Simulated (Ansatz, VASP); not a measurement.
# Two plane-wave programs on HgTe

File INCAR:

```
SYSTEM = HgTe
ALGO = Normal ; EDIFF = 1E-6
ENCUT = 520 ; GGA = PS
ISIF = 2 ; ISMEAR = 0
LASPH = .True. ; LCHARG = .False.
LREAL = .False. ; LWAVE = .False.
NBANDS = 16 ; NELM = 80
PREC = Accurate ; SIGMA = 0.15
```

Contents of KPOINTS:

```
k-points
0
Gamma
  16 16 16
  0 0 0
```

POSCAR

```
HgTe
1.0
    0.0000000000      3.2558862265      3.1744890708
    3.2558862265      0.0000000000      3.1744890708
    3.2558862265      3.2558862265      0.0000000000
Hg Te
1 1
Direct
    0.0000000000      0.0000000000      0.0000000000
    0.7500000000      0.7500000000      0.7500000000
```

Input for Ansatz:

```yaml
crystal:
  lattice:
    - [0.0, 3.2558862265, 3.1744890708]
    - [3.2558862265, 0.0, 3.1744890708]
    - [3.2558862265, 3.2558862265, 0.0]
  atoms:
    - { symbol: Hg, position: [0.0, 0.0, 0.0] }
    - { symbol: Te, position: [0.75, 0.75, 0.75] }
basis:
  ecutwfc: 420
kpoints:
  mp_grid: { grid: [16, 16, 16] }
hamiltonian:
  xc: pbesol
scf:
  occupations: { method: gaussian, width: 0.15 }
output:
  forces: true
  stress: true
  eigenvalues: true
```

Change from the starting cell: strain +0.000 along x and y, -0.025 along z, atoms carried along.

Alike in both runs: task single point; functional PBEsol; k mesh 16 × 16 × 16; occupations gaussian, width 0.15 eV; no spin polarisation.

```csv
,VASP,Ansatz
version,VASP 6.6.1,Ansatz 0.2.0
potentials or method,"VASP PAW PBE potentials, release 64 (Hg, Te), cutoff 520 eV","scalar-relativistic, plane waves, PAW"
valence electrons in the cell,18,36
```

|  | VASP | Ansatz | Ansatz less VASP |
| --- | --- | --- | --- |
| gap on the k mesh at the Fermi level (eV) | none | none | - |
| pressure (GPa) | 1.2 | 1.1 | -0.12 |
| traceless stress, the component that is largest in VASP (GPa) | 0.24 | 0.24 | 0.000 |

VASP's potentials were made for PBE, not for PBEsol. A gap of «none» marks a metal or a gap that the smearing closes. With one functional, cell and mesh, what is left measures potentials, basis and numerics. VASP's potentials hold 18 valence electrons a cell and Ansatz's 36, so a difference there can come from the potentials and not from the codes.

Spin-orbit coupling is off throughout.
